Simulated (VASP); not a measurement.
Wanted: the native input for a VASP 6.6.1 run.

| Item | Value |
| --- | --- |
| Task | relaxation of cell and atoms |
| Functional | BLYP |
| Potentials or basis | VASP PAW PBE potentials, release 64 (Ge_d) |
| Cutoff | 600 eV |
| k mesh | 13 × 13 × 13 |
| Occupations | fermi-dirac, width 0.1 eV |
| Spin | no spin polarisation |
| Dipole correction | no |
| Further INCAR settings | ALGO = Normal; EDIFF = 1e-06; IBRION = 2; EDIFFG = -0.01; NSW = 80; ISIF = 3 |

The structure of Ge lies in POSCAR:

```
Ge
1.0
   -1.6879910177      1.6879910177      1.6879910177
    1.6879910177     -1.6879910177      1.6879910177
    1.6879910177      1.6879910177     -1.6879910177
Ge
1
Direct
    0.0000000000      0.0000000000      0.0000000000
```

One way to write it, as run:

INCAR

```
SYSTEM = Ge
AGGAC    = 1.0          
AGGAX    = 1.0          
ALDAC    = 0.0          
ALDAX    = 1.0          
ALGO     = Normal         ! electronic algorithm
EDIFF    = 1E-6           ! SCF threshold, eV
EDIFFG   = -0.01          ! ionic threshold
ENCUT    = 600            ! plane-wave cutoff, eV
GGA      = B5             ! functional
IBRION   = 2              ! ionic algorithm
ISIF     = 3              ! what is computed and relaxed
ISMEAR   = -1             ! smearing method
LASPH    = .TRUE.         ! aspherical terms in the spheres
LCHARG   = .FALSE.        ! write CHGCAR
LREAL    = .FALSE.        ! projectors in reciprocal space
LWAVE    = .FALSE.        ! write WAVECAR
NELM     = 100            ! most SCF steps
NSW      = 80             ! ionic steps
PREC     = Accurate       ! precision mode
SIGMA    = 0.1            ! smearing width, eV
```

KPOINTS

```
k-points
0
G
  13 13 13
  0 0 0
```

Potentials or basis: VASP PAW PBE potentials, release 64 (Ge_d).

Launch:

```sh
$ cat potpaw_PBE.64/Ge_d/POTCAR > POTCAR
$ mpirun -np 1 vasp_std > vasp.out
```

Results of the run:

```yaml
Relaxed_volume: 21.59 Å³/atom
Relaxed_cell: a = 3.038 Å, b = 3.038 Å, c = 3.038 Å, α = 109.47°, β = 109.47°, γ = 109.47°
Space_group_after_relaxing_to_0.05_Å: Im-3m (No. 229)
Energy_gained_by_relaxing: 46.6 meV/atom
Ionic_steps: 2
Pressure_after_relaxing: 0.0 GPa
Band_gap_on_the_k_mesh: zero (band 7 reaches 13.43 eV, above the bottom of band 8 at 3.56 eV)
```

Caveat: the PAW data sets were made with another functional, which shifts forces and pressure a little.

Wall time 52 s on 1 thread of AMD EPYC 7R43 64-Core Processor (Zen 3) (shared host), peak memory 0.12 GiB.
